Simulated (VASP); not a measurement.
A run of VASP 6.6.1:

The input INCAR:

```
SYSTEM = GaN
  ALGO = Normal
  EDIFF = 1E-8
  ENCUT = 600
  GGA = PS
  IBRION = 6
  ISIF = 3
  ISMEAR = 0
  LASPH = .True.
  LCHARG = .True.
  LREAL = .False.
  LWAVE = .False.
  NELM = 80
  NFREE = 2
  NSW = 1
  POTIM = 0.015
  PREC = Accurate
  SIGMA = 0.01
```

The input KPOINTS:

```
k-points
0
Gamma
  8 8 4
  0 0 0
```

The input POSCAR:

```
GaN
1.0
    3.1105086848      0.0000000000      0.0000000000
   -1.5552543424      2.6937795397      0.0000000000
    0.0000000000      0.0000000000      5.0691666878
Ga N
2 2
Direct
    0.3333333333      0.6666666667     -0.0006770069
    0.6666666667      0.3333333333      0.4993229931
    0.3333333333      0.6666666667      0.3756770069
    0.6666666667      0.3333333333      0.8756770069
```

Potentials or basis: VASP PAW PBE potentials, release 64 (Ga_d, N).

Command:

```sh
$ cat potpaw_PBE.64/Ga_d/POTCAR potpaw_PBE.64/N/POTCAR > POTCAR
$ mpirun -np 1 vasp_std > vasp.out
```

Hardware: 1 thread of Oxide Virtual Turin-like Processor, on a shared host.

Q: How long does it take, and how much memory?

A: It took 36 min on 1 thread of Oxide Virtual Turin-like Processor, with other jobs on the host, peak memory 0.33 GiB. Counts: scf iterations 237, k points 30.
